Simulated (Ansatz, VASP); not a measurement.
SnSe in VASP and in Ansatz

```
Sn Se
1.0
     4.55652    0.00000    0.00000
     0.00000    3.82328    0.00000
     0.00000    0.00000   10.97962
Sn Se
2 2
Direct
  0.50000 0.00000 0.37816
  0.00000 0.50000 0.62184
  0.50000 0.00000 0.62178
  0.00000 0.50000 0.37822
```

Change from the starting cell: strain +0.0875 x Voigt [1, -1, 0, 0, 0, 0], atoms carried along.

Alike in both runs: task single point; functional LDA; k mesh 6 × 6 × 4; occupations gaussian, width 0.05 eV; no spin polarisation.

|  | VASP | Ansatz |
| --- | --- | --- |
| version | VASP 6.6.1 | Ansatz 0.2.0 |
| potentials or method | VASP PAW LDA potentials, release 64 (Sn_d, Se), cutoff 500 eV | scalar-relativistic, plane waves, PAW |
| valence electrons in the cell | 40 | 60 |

```csv
,VASP,Ansatz,Ansatz less VASP
gap on the k mesh at the Fermi level (eV),0.29,0.29,0.000
least direct gap on the mesh (eV),1.40,1.41,+0.010
rms of the force components (eV/Å),0.036,0.049,+0.0128
```

LDA's correlation is that of Perdew and Zunger in VASP and of Perdew and Wang (1992) in Ansatz. Atom by atom the forces differ by 0.013 eV/Å (rms over components). VASP's potentials hold 40 valence electrons a cell and Ansatz's 60, so a difference there can come from the potentials and not from the codes.
